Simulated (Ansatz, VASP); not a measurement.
## BaTiO3 in VASP and in Ansatz

```
Ba Ti O
1.0
     4.01942    0.00000    0.00000
     0.00000    4.01942    0.00000
     0.00000    0.00000    4.01942
Ba Ti O
1 1 3
Direct
  0.50000 0.50000 0.50000
  0.00000 0.00000 0.00000
  0.50000 0.00000 0.00000
  0.00000 0.50000 0.00000
  0.00000 0.00000 0.50000
```

Alike in both runs: functional PBE; k mesh 4 × 4 × 4; no spin polarisation.

Ansatz relaxed the structure, and its values are those at the end. VASP's run is a single point on that final structure, the one shown.

|  | VASP | Ansatz |
| --- | --- | --- |
| version | VASP 6.6.1 | Ansatz 0.2.0 |
| potentials or method | VASP PAW PBE potentials, release 64 (Ba_sv, Ti_sv, O), cutoff 520 eV | plane waves, PAW |
| occupations | gaussian, width 0.1 eV | gaussian |
| valence electrons in the cell | 40 | 40 |

```tsv
	VASP	Ansatz	Ansatz less VASP
pressure (GPa)	1.7	0.0	-1.70
```

Ansatz's warnings: stress scf threshold loose.

Spin-orbit coupling is off throughout.
